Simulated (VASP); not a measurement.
Wanted: the native input for a VASP 6.6.1 run.

```
Task                   : single point
Functional             : PBE
Potentials or basis    : VASP PAW PBE potentials, release 64 (W_sv)
Cutoff                 : 520 eV
k mesh                 : 18 × 18 × 18
Occupations            : gaussian, width 0.1 eV
Spin                   : no spin polarisation
Dipole correction      : no
Further INCAR settings : ALGO = Fast; EDIFF = 1e-07; NBANDS = 13
```

The structure of W lies in POSCAR:

```
W
1.0
   -1.5971341599      1.5971341599      1.5971341599
    1.5971341599     -1.5971341599      1.5971341599
    1.5971341599      1.5971341599     -1.5971341599
W
1
Direct
    0.0000000000      0.0000000000      0.0000000000
```

One way to write it, as run:

INCAR

```
SYSTEM = W
  ALGO = Fast
  EDIFF = 1E-7
  ENCUT = 520
  GGA = PE
  ISIF = 2
  ISMEAR = 0
  LASPH = .TRUE.
  LCHARG = .FALSE.
  LREAL = .FALSE.
  LWAVE = .FALSE.
  NBANDS = 13
  NELM = 80
  PREC = Accurate
  SIGMA = 0.1
```

KPOINTS

```
k-points
0
G
  18 18 18
  0 0 0
```

Potentials or basis: VASP PAW PBE potentials, release 64 (W_sv).

Launch:

```bash
$ cat potpaw_PBE.64/W_sv/POTCAR > POTCAR
$ mpirun -np 1 vasp_std > vasp.out
```

It gave:

```yaml
Pressure: -2.5 GPa
Band_gap_on_the_k_mesh: zero (band 7 reaches 16.02 eV, above the bottom of band 8 at 9.87 eV)
```

Caveat: spin-orbit coupling is left out, which moves the levels of the heavy elements.

It took 65 s on 1 thread of AMD EPYC 7R13 Processor (Zen 3), on a shared host, peak memory 0.14 GiB.
